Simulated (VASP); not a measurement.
Input of a VASP 6.6.1 run:

INCAR

```
SYSTEM = Be3CdSe4
  PREC = Accurate
  ENCUT = 600
  EDIFF = 1E-6
  ISMEAR = 0
  SIGMA = 0.15
  LREAL = .False.
  LASPH = .True.
  NELM = 120
  ALGO = Normal
  ISIF = 2
  LWAVE = .False.
  LCHARG = .True.
  GGA = PE
  LELF = .True.
  LVHAR = .True.
  NBANDS = 31
  GGA_COMPAT = .False.
```

KPOINTS

```
regular mesh
0
Gamma
  3 3 3
  0 0 0
```

Contents of POSCAR:

```
Be3CdSe4
1.0
    3.8363429956      2.2149136612      3.1493088700
   -3.8363429956      2.2149136612      3.1493088700
    0.0000000000     -4.4298273224      3.1493088700
Be Cd Se
3 1 4
Direct
    0.5003071208      0.9996916664      0.0001626423
    0.9996916664      0.0001626423      0.5003071208
    0.0001626423      0.5003071208      0.9996916664
    0.4986537758      0.4986537758      0.4986537758
    0.2270709910      0.2270709910      0.2270709910
    0.7725785045      0.2283010265      0.7732342627
    0.2283010265      0.7732342627      0.7725785045
    0.7732342627      0.7725785045      0.2283010265
```

Potentials or basis: VASP PAW PBE potentials, release 64 (Be, Cd, Se).

Launch:

```sh
$ cat potpaw_PBE.64/Be/POTCAR potpaw_PBE.64/Cd/POTCAR potpaw_PBE.64/Se/POTCAR > POTCAR
$ mpirun -np 1 vasp_std > vasp.out
```

**Question.** What does it give for the largest force?

**Answer.** 0.038 eV/Å.

**Question.** Estimate the pressure.

**Answer.** 0.6 GPa.

**Question.** What does it give for the band gap on the k mesh?

**Answer.** 2.63 eV, direct.

Stress tensor (GPa, compression positive):
```
0.74 0.00 0.00
0.00 0.74 0.00
0.00 0.00 0.33
```

A k mesh can miss the band edges. As with any semilocal functional, this PBE gap is likely too small.
